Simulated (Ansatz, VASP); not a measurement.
PdBr: VASP beside Ansatz

Contents of INCAR:

```
ALGO = Normal
EDIFF = 1E-7
EDIFFG = -0.005
ENCUT = 600
GGA = PE
IBRION = 2
ISIF = 3
ISMEAR = -1
LASPH = T
LCHARG = F
LREAL = F
LWAVE = F
NELM = 100
NSW = 60
PREC = Accurate
SIGMA = 0.1
```

KPOINTS

```
k-points
0
Gamma
  13 13 13
```

Contents of POSCAR:

```
PdBr
1.0
    0.0000000000      2.4738759196      2.4738759196
    2.4738759196      0.0000000000      2.4738759196
    2.4738759196      2.4738759196      0.0000000000
Pd Br
1 1
Direct
    0.0000000000      0.0000000000      0.0000000000
    0.5000000000      0.5000000000      0.5000000000
```

Input for Ansatz:

```yaml
crystal:
  lattice:
    - [0.0, 2.4738759196, 2.4738759196]
    - [2.4738759196, 0.0, 2.4738759196]
    - [2.4738759196, 2.4738759196, 0.0]
  atoms:
    - { symbol: Pd, position: [0.0, 0.0, 0.0] }
    - { symbol: Br, position: [0.5, 0.5, 0.5] }
kpoints:
  mp_grid: { grid: [13, 13, 13] }
scf:
  occupations: { method: fermi_dirac, width: 0.1 }
hamiltonian:
  xc: pbe
  pseudopotentials: { kind: paw }
output:
  forces: true
  stress: true
  write_density: true
  write_potential: true
  elf: true
  volumetric_format: npy
relax:
  f_tol: 0.005
  max_steps: 40
  cell: {}
```

Alike in both runs: task relaxation of cell and atoms; functional PBE; k mesh 13 × 13 × 13; occupations fermi-dirac, width 0.1 eV; no spin polarisation.

|  | VASP | Ansatz |
| --- | --- | --- |
| version | VASP 6.6.1 | Ansatz 0.2.0 |
| potentials or method | VASP PAW PBE potentials, release 64 (Pd, Br) | PAW with Ansatz's default frozen-core files, scalar-relativistic |
| plane-wave cutoff (eV) | 600 | 420 |
| valence electrons in the cell | 17 | 25 |

VASP gave:

| Quantity | Value |
| --- | --- |
| relaxed volume (Å³/atom) | 20.71 |
| relaxed cell length with the largest relative difference (Å) | 3.884 |

What did Ansatz give for the same quantities?

Relaxed volume (Å³/atom): 20.72; relaxed cell length with the largest relative difference (Å): 3.884.

VASP's potentials hold 17 valence electrons a cell and Ansatz's 25, so a difference there can come from the potentials and not from the codes.

Noted on VASP's run: the volume moved by over 15 % at a fixed basis, so the end points are rough.
